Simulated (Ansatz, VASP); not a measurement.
**HfN in VASP and in Ansatz**

```xyz
2
Lattice="0.0000 2.2514 2.2514 2.2514 0.0000 2.2514 2.2514 2.2514 0.0000" Properties=species:S:1:pos:R:3 pbc="T T T"
Hf    0.0000    0.0000    0.0000
N     2.2514    2.2514    2.2514
```

Change from the starting cell: volume scaled by 0.99.

Alike in both runs: task single point; functional PBE; k mesh 10 × 10 × 10; occupations fermi-dirac, width 0.03 eV; no spin polarisation.

|  | VASP | Ansatz |
| --- | --- | --- |
| version | VASP 6.6.1 | Ansatz 0.2.0 |
| potentials or method | VASP PAW PBE potentials, release 64 (Hf_pv, N), cutoff 600 eV | all-electron LAPW, scalar-relativistic |

|  | VASP | Ansatz | Ansatz less VASP |
| --- | --- | --- | --- |
| pressure (GPa) | 5.9 | 8.4 | +2.58 |

Ansatz ran all-electron here, and VASP with PAW potentials.

Neither program's run includes spin-orbit coupling.
